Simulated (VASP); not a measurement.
# InP (Fm-3m) in VASP: a series of runs

InP is run at these levels: PBE-based screened hybrid with 25 % exact exchange; tasks: single point.

All numbers are computed with VASP 6.6.1; they aren't measurements. Logs are shortened: lines on timing, memory, paths and dates and some standing lists are left out, and cuts for length are marked.

### Step 1. The cell of the first run

Symmetry: Fm-3m, No. 225, cubic system. Conventional cell: a = 5.538 Å, b = 5.538 Å, c = 5.538 Å, α = 90.00°, β = 90.00°, γ = 90.00°. In (site symmetry m-3m) has 6 P at 2.77 Å within 3.6 Å. Within 3.6 Å of P (site symmetry m-3m) lie 6 In at 2.77 Å.

### Step 2. Single point, PBE-based screened hybrid with 25 % exact exchange

POSCAR reads:

```
InP
1.0
    0.0000000000      2.7688340000      2.7688340000
    2.7688340000      0.0000000000      2.7688340000
    2.7688340000      2.7688340000      0.0000000000
In P
1 1
Direct
    0.0000000000      0.0000000000      0.0000000000
    0.5000000000      0.5000000000      0.5000000000
```

INCAR.step1 reads:

```
PREC     = Accurate       # precision mode
ENCUT    = 520            # plane-wave cutoff, eV
EDIFF    = 1E-5           # SCF threshold, eV
ISMEAR   = -1             # smearing method
SIGMA    = 0.05           # smearing width, eV
LREAL    = False          # projectors in reciprocal space
LASPH    = True           # aspherical terms in the spheres
NELM     = 100            # most SCF steps
ALGO     = Normal         # electronic algorithm
ISIF     = 2              # what is computed and relaxed
LWAVE    = True           # write WAVECAR
LCHARG   = False          # write CHGCAR
GGA      = PE             # functional
NBANDS   = 16             # bands
```

INCAR.step2 reads:

```
PREC     = Accurate       # precision mode
ENCUT    = 520            # plane-wave cutoff, eV
EDIFF    = 1E-6           # SCF threshold, eV
ISMEAR   = -1             # smearing method
SIGMA    = 0.05           # smearing width, eV
LREAL    = False          # projectors in reciprocal space
LASPH    = True           # aspherical terms in the spheres
NELM     = 100            # most SCF steps
ALGO     = Normal         # electronic algorithm
ISIF     = 2              # what is computed and relaxed
LWAVE    = False          # write WAVECAR
LCHARG   = False          # write CHGCAR
GGA      = PE             # functional
LHFCALC  = True           # exact exchange
AEXX     = 0.25           # exact-exchange fraction
HFSCREEN = 0.2            # screening, 1/A
PRECFOCK = Normal       
ISTART   = 1            
NBANDS   = 16             # bands
```

KPOINTS reads:

```
regular mesh
0
Gamma
  4 4 4
```

Potentials or basis: VASP PAW PBE potentials, release 64 (In_d, P).

Run with:

```
$ cat potpaw_PBE.64/In_d/POTCAR potpaw_PBE.64/P/POTCAR > POTCAR
$ cp INCAR.step1 INCAR
$ mpirun -np 1 vasp_std > vasp.out
$ cp INCAR.step2 INCAR
$ mpirun -np 1 vasp_std > vasp.out
```

OUTCAR:

```text
PREC = Accurate
   ENCUT = 520
   EDIFF = 1E-6
   ISMEAR = -1
   LREAL = False
   LASPH = True
   NELM = 100
   ISIF = 2
   GGA = PE
   LHFCALC = True
   AEXX = 0.25
   HFSCREEN = 0.2
   PRECFOCK = Normal
   ISTART = 1

 ion  position               nearest neighbor table
   1  0.000  0.000  0.000-   2 2.77   2 2.77   2 2.77   2 2.77   2 2.77   2 2.77
   2  0.500  0.500  0.500-   1 2.77   1 2.77   1 2.77   1 2.77   1 2.77   1 2.77

  LATTYP: Found a face centered cubic cell.
 ALAT       =     5.5376680000

  Lattice vectors:

 A1 = (   0.0000000000,   2.7688340000,   2.7688340000)
 A2 = (   2.7688340000,   0.0000000000,   2.7688340000)
 A3 = (   2.7688340000,   2.7688340000,   0.0000000000)

Analysis of symmetry for initial positions (statically):
=====================================================================
 Subroutine PRICEL returns:
 Original cell was already a primitive cell.

 Routine SETGRP: Setting up the symmetry group for a
 face centered cubic supercell.

 Subroutine GETGRP returns: Found 48 space group operations
 (whereof 48 operations were pure point group operations)
 out of a pool of 48 trial point group operations.

The static configuration has the point symmetry O_h .

Analysis of symmetry for dynamics (positions and initial velocities):
=====================================================================
 Subroutine PRICEL returns:
 Original cell was already a primitive cell.

 Routine SETGRP: Setting up the symmetry group for a
 face centered cubic supercell.

 Subroutine GETGRP returns: Found 48 space group operations
 (whereof 48 operations were pure point group operations)
 out of a pool of 48 trial point group operations.

The dynamic configuration has the point symmetry O_h .

 Subroutine INISYM returns: Found 48 space group operations
 (whereof 48 operations are pure point group operations),
 and found     1 'primitive' translations

----------------------------------------------------------------------------------------

                                     Primitive cell

  volume of cell :      42.4542

  direct lattice vectors                    reciprocal lattice vectors
     0.000000000  2.768834000  2.768834000    -0.180581429  0.180581429  0.180581429
     2.768834000  0.000000000  2.768834000     0.180581429 -0.180581429  0.180581429
     2.768834000  2.768834000  0.000000000     0.180581429  0.180581429 -0.180581429

  length of vectors
     3.915722595  3.915722595  3.915722595     0.312776210  0.312776210  0.312776210

  position of ions in fractional coordinates (direct lattice)
     0.000000000  0.000000000  0.000000000
     0.500000000  0.500000000  0.500000000

  ion indices of the primitive-cell ions
   primitive index   ion index
                 1           1
                 2           2

----------------------------------------------------------------------------------------

 KPOINTS: regular mesh

Automatic generation of k-mesh.
 Grid dimensions read from file:
 generate k-points for:    4    4    4

 Generating k-lattice:

  Cartesian coordinates                     Fractional coordinates (reciprocal lattice)
    -0.045145357  0.045145357  0.045145357     0.250000000  0.000000000  0.000000000
     0.045145357 -0.045145357  0.045145357     0.000000000  0.250000000  0.000000000
     0.045145357  0.045145357 -0.045145357     0.000000000  0.000000000  0.250000000

  Length of vectors
     0.078194052  0.078194052  0.078194052

  Shift w.r.t. Gamma in fractional coordinates (k-lattice)
     0.000000000  0.000000000  0.000000000

 Subroutine IBZKPT returns following result:
 ===========================================

 Found      8 irreducible k-points:

 Following reciprocal coordinates:
            Coordinates               Weight
  0.000000  0.000000  0.000000      1.000000
  0.250000  0.000000  0.000000      8.000000
  0.500000  0.000000  0.000000      4.000000
  0.250000  0.250000  0.000000      6.000000
  0.500000  0.250000  0.000000     24.000000
 -0.250000  0.250000  0.000000     12.000000
  0.500000  0.500000  0.000000      3.000000
 -0.250000  0.500000  0.250000      6.000000
   k-points           NKPTS =      8   k-points in BZ     NKDIM =     64   number of bands    NBANDS=     16
   number of dos      NEDOS =    301   number of ions     NIONS =      2
   total plane-waves  NPLWV =  27000
   dimension x,y,z NGX =    30 NGY =   30 NGZ =   30
   dimension x,y,z NGXF=    60 NGYF=   60 NGZF=   60
   ions per type =               1   1
   NGX,Y,Z   is equivalent  to a cutoff of  12.74, 12.74, 12.74 a.u.
   NGXF,Y,Z  is equivalent  to a cutoff of  25.47, 25.47, 25.47 a.u.
 SYSTEM =  unknown system
   PREC   = accura    normal or accurate (medium, high low for compatibility)
   ISTART =      1    job   : 0-new  1-cont  2-samecut
   ICHARG =      0    charge: 1-file 2-atom 10-const
   ISPIN  =      1    spin polarized calculation?
   LNONCOLLINEAR =      F non collinear calculations
   LSORBIT =      F    spin-orbit coupling
   LASPH  =      T    aspherical Exc in radial PAW
   ENCUT  =  520.0 eV  38.22 Ry    6.18 a.u.   7.28  7.28  7.28*2*pi/ulx,y,z
   NELM   =    100;   NELMIN=  2; NELMDL=  0     # of ELM steps
   EDIFF  = 0.1E-05   stopping-criterion for ELM
   LREAL  =      F    real-space projection
   EDIFFG = 0.1E-04   stopping-criterion for IOM
   NSW    =      0    number of steps for IOM
   IBRION =     -1    ionic relax: 0-MD 1-quasi-New 2-CG
   NFREE  =      0    steps in history (QN), initial steepest desc. (CG)
   ISIF   =      2    stress and relaxation
   ISYM   =      3    0-nonsym 1-usesym 2-fastsym
   POTIM  = 0.5000    time-step for ionic-motion
   TEBEG  =    0.0;   TEEND  =   0.0 temperature during run
   PSTRESS=    0.0 pullay stress
   NELECT =      18.0000    total number of electrons
   NUPDOWN=      -1.0000    fix difference up-down
   EMIN   =  10.00;   EMAX   =-10.00  energy-range for DOS
   EFERMI =   0.00;   METHOD = LEGACY
   ISMEAR =    -1;   SIGMA  =   0.05  broadening in eV -4-tet -1-fermi 0-gaus
   EFERMI_NEDOS =   21; number of points for ismear=-14 and -15
   IALGO  =     38    algorithm
   IMIX   =      1    mixing-type and parameters
     AMIX     =   0.40;   BMIX     =  1.00
     AMIX_MAG =   1.60;   BMIX_MAG =  1.00
  volume/ion in A,a.u.               =      21.23       143.25
  Fermi-wavevector in a.u.,A,eV,Ry     =   1.229869  2.324115 20.579860  1.512577
  Thomas-Fermi vector in A             =   2.364739
   LORBIT       =      0    0 simple, 1 ext, 2 COOP (PROOUT), +10 PAW based schemes
   GGA     = PE    functional components
   LHFCALC =     T    Hartree Fock is set to
   PRECFOCK=normal    Normal, Fast or Accurate (Low or Medium for compatibility)
   ENCUT4O =  -1.0   cutoff for four orbital integrals eV
   NKREDX  =     1    reduce k-point grid by
   NKREDY  =     1    reduce k-point grid by
   NKREDZ  =     1    reduce k-point grid by
   AEXX    =    0.2500 exact exchange contribution
   HFSCREEN=    0.2000 screening length (either q_TF or 0.3 A-1)
   HFSCREENC=   0.2000 screening length for correlation (either q_TF or 0.3 A-1)
   ENCUTFOCK=  -1.0 apply spherical cutoff to Coloumb kernel
   IVDW    =     0    specifies the selected vdW correction
   LEPSILON=     F    determine dielectric tensor
   LRPA    =     F    only Hartree local field effects (RPA)
 non-spin polarized calculation
  energy-cutoff  :      520.00
  volume of cell :       42.45
 maximum number of plane-waves:      1162
 NGX is ok and might be reduce to    30
  NGX = 24; NGY = 24; NGZ = 24

 number of electron      18.0000009 magnetization

 Free energy of the ion-electron system (eV)
  ---------------------------------------------------
  ext. energy  EPLUGINS =         0.00000000
  ---------------------------------------------------
  free energy    TOTEN  =        -9.16337984 eV

  energy without entropy =       -9.15472420  energy(sigma->0) =       -9.15905202

 E-fermi :   6.9913     XC(G=0):  -8.5823

 val. band max:        6.9648063964   @ k =   0.5000   0.0000   0.0000
 cond. band min:       7.7640230563   @ k =   0.5000   0.2500   0.0000
 fundamental gap:      0.7992166599
 Fermi energy:         6.9912701711

 k-point     1 :       0.0000    0.0000    0.0000
  band No.  band energies     occupation
      1      -9.5255      2.00000
      2      -9.5255      2.00000
      3      -9.4987      2.00000
      4      -9.4987      2.00000
      5      -9.4987      2.00000
      6      -6.5885      2.00000
[... 8 lines left out ...]
     15      16.2991      0.00000
     16      16.2991      0.00000

 k-point     2 :       0.2500    0.0000    0.0000
  band No.  band energies     occupation
      1      -9.5560      2.00000
      2      -9.5560      2.00000
      3      -9.5017      2.00000
      4      -9.4612      2.00000
      5      -9.4612      2.00000
      6      -5.7457      2.00000
[... 8 lines left out ...]
     15      16.3961      0.00000
     16      16.3961      0.00000

 k-point     3 :       0.5000    0.0000    0.0000
  band No.  band energies     occupation
      1      -9.5893      2.00000
      2      -9.5893      2.00000
      3      -9.5084      2.00000
      4      -9.4203      2.00000
      5      -9.4203      2.00000
      6      -4.2565      2.00000
[... 8 lines left out ...]
     15      19.2350      0.00000
     16      19.2350      0.00000

 k-point     4 :       0.2500    0.2500    0.0000
  band No.  band energies     occupation
      1      -9.6472      2.00000
      2      -9.5247      2.00000
      3      -9.5032      2.00000
      4      -9.4467      2.00000
      5      -9.4467      2.00000
      6      -5.3931      2.00000
[... 8 lines left out ...]
     15      18.5732      0.00000
     16      19.8364      0.00000

 k-point     5 :       0.5000    0.2500    0.0000
  band No.  band energies     occupation
      1      -9.7035      2.00000
      2      -9.5320      2.00000
      3      -9.5091      2.00000
      4      -9.4340      2.00000
      5      -9.4092      2.00000
      6      -3.7951      2.00000
[... 8 lines left out ...]
     15      19.9018      0.00000
     16      20.9373      0.00000

 k-point     6 :      -0.2500    0.2500    0.0000
  band No.  band energies     occupation
      1      -9.6194      2.00000
      2      -9.5684      2.00000
      3      -9.4806      2.00000
      4      -9.4533      2.00000
      5      -9.4406      2.00000
      6      -4.4407      2.00000
[... 8 lines left out ...]
     15      19.3827      0.00000
     16      19.6850      0.00000

 k-point     7 :       0.5000    0.5000    0.0000
  band No.  band energies     occupation
      1      -9.8228      2.00000
      2      -9.5508      2.00000
      3      -9.4810      2.00000
      4      -9.3901      2.00000
      5      -9.3901      2.00000
      6      -3.0775      2.00000
[... 8 lines left out ...]
     15      20.3205      0.00000
     16      21.5019      0.00000

 k-point     8 :      -0.2500    0.5000    0.2500
  band No.  band energies     occupation
      1      -9.7399      2.00000
      2      -9.5330      2.00000
      3      -9.4749      2.00000
      4      -9.4749      2.00000
      5      -9.3900      2.00000
      6      -3.0180      2.00000
[... 8 lines left out ...]
     15      19.3888      0.00000
     16      21.5061      0.00000

------------------------ aborting loop because EDIFF is reached ----------------------------------------

  FORCE on cell =-STRESS in cart. coord.  units (eV):
  Direction    XX          YY          ZZ          XY          YZ          ZX
  --------------------------------------------------------------------------------------
  -------------------------------------------------------------------------------------
  Total       -0.6928975     -0.6928975     -0.6928975      0.0000000      0.0000000      0.0000000
  in kB      -26.1492237    -26.1492237    -26.1492237      0.0000000      0.0000000      0.0000000
  external PRESSURE =     -26.1492237 kB  Pullay stress =       0.0000000 kB

 VOLUME and BASIS-vectors are now :
 -----------------------------------------------------------------------------
  energy-cutoff  :      520.00
  volume of cell :       42.45
      direct lattice vectors                 reciprocal lattice vectors
     0.000000000  2.768834000  2.768834000    -0.180581429  0.180581429  0.180581429
     2.768834000  0.000000000  2.768834000     0.180581429 -0.180581429  0.180581429
     2.768834000  2.768834000  0.000000000     0.180581429  0.180581429 -0.180581429

 POSITION                                       TOTAL-FORCE (eV/Angst)
 -----------------------------------------------------------------------------------
      0.00000      0.00000      0.00000         0.000000      0.000000     -0.000000
      2.76883      2.76883      2.76883        -0.000000     -0.000000      0.000000
 -----------------------------------------------------------------------------------
    total drift:                                0.000000     -0.000000     -0.000000

  FREE ENERGIE OF THE ION-ELECTRON SYSTEM (eV)
  ---------------------------------------------------
  free  energy   TOTEN  =        -9.1633798385 eV

  energy  without entropy=       -9.1547242041  energy(sigma->0) =       -9.15905202
```

Run time: 6.2 min. Hardware: 1 thread of Intel Xeon Platinum 8259CL at 2.50GHz (Skylake/Cascade Lake), shared host; peak memory 0.27 GiB.

Results:

```
Free energy            : -9.1634 eV
Pressure               : -2.6 GPa
Band gap on the k mesh : zero (bands 9 and 10 overlap by 2.53 eV)
```

Levels at points of the mesh, in eV from the Fermi level:
```
           k point  band 5  band 6  band 7  band 8  band 9  band 10  band 11  band 12  band 13  band 14
(0.00, 0.00, 0.00)  -16.49  -13.58   -0.52   -0.52   -0.52     1.02     7.65     7.65     7.65     9.31
(0.50, 0.00, 0.00)  -16.41  -11.25   -7.59   -0.03   -0.03     2.90     3.79     3.79     6.02    11.94
(0.50, 0.50, 0.00)  -16.38  -10.07   -5.72   -2.81   -2.81    -2.56     4.18    10.91    10.91    11.25
```

Caveat: the k points lie up to 0.49 Å⁻¹ apart, too coarse for converged energies and pressures of a metal; the PAW data sets were made with another functional, which shifts forces and pressure a little; spin-orbit coupling is left out, which moves the levels of the heavy elements.

[end of part 1 of 3]

The gap in the log of VASP goes by the Fermi energy; the results here count the filled bands.